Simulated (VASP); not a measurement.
A run of VASP 6.6.1:

INCAR

```
SYSTEM = C
PREC = Accurate ; ENCUT = 520
EDIFF = 1E-6 ; ISMEAR = 0
SIGMA = 0.15 ; LREAL = .FALSE.
LASPH = .TRUE. ; NELM = 80
ALGO = Normal ; ISIF = 2
LWAVE = .FALSE. ; LCHARG = .FALSE.
GGA = PS ; IVDW = 12
NBANDS = 16
```

The input KPOINTS:

```
Automatic mesh
0
G
  21 21 8
  0 0 0
```

File POSCAR:

```
C
1.0
    2.3916848581      0.0000000000      0.0000000000
   -1.1958424291      2.0712598450      0.0000000000
    0.0000000000      0.0000000000      7.2283891468
C
4
Direct
    0.0000000000      0.0000000000      0.0025000000
    0.0000000000      0.0000000000      0.5025000000
    0.3333333333      0.6666666667      0.0025000000
    0.6666666667      0.3333333333      0.5025000000
```

Potentials or basis: VASP PAW PBE potentials, release 64 (C).

The run is started by

```sh
$ cat potpaw_PBE.64/C/POTCAR > POTCAR
$ mpirun -np 1 vasp_std > vasp.out
```

Hardware: 1 thread of Intel(R) Xeon(R) Platinum 8259CL CPU @ 2.50GHz (Skylake/Cascade Lake), with other jobs on the host.

Question: Estimate the wall time of this run.

Answer: It took 99 s on 1 thread of Intel(R) Xeon(R) Platinum 8259CL CPU @ 2.50GHz (Skylake/Cascade Lake), with other jobs on the host, peak memory 0.22 GiB. Counts: scf iterations 13, k points 240.
